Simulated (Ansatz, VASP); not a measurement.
## One calculation of As, two programs

```xyz
2
Lattice="1.8033 1.0412 3.4486 -1.8033 1.0412 3.4486 0.0000 -2.0823 3.4486" Properties=species:S:1:pos:R:3 pbc="T T T"
As    0.0000    0.0000    2.5025
As    0.0000    0.0000    7.8434
```

Alike in both runs: task single point; functional PBE; k mesh 12 × 12 × 12; occupations gaussian, width 0.1 eV; no spin polarisation.

|  | VASP | Ansatz |
| --- | --- | --- |
| version | VASP 6.6.1 | Ansatz 0.2.0 |
| potentials or method | VASP PAW PBE potentials, release 64 (As), cutoff 520 eV | scalar-relativistic, plane waves, PAW |
| valence electrons in the cell | 10 | 30 |

Ansatz gave:

* gap on the k mesh at the Fermi level (eV): none
* pressure (GPa): 5.2
* traceless stress, the component that is largest in VASP (GPa): -5.26
* rms of the force components (eV/Å): 0.443

Question: What did VASP give for the same quantities?

Answer: gap on the k mesh at the Fermi level (eV): none; pressure (GPa): 5.4; traceless stress, the component that is largest in VASP (GPa): -5.23; rms of the force components (eV/Å): 0.428.

Atom by atom the forces differ by 0.015 eV/Å (rms over components). A gap of «none» marks a metal or a gap that the smearing closes. VASP's potentials hold 10 valence electrons a cell and Ansatz's 30, so a difference there can come from the potentials and not from the codes.
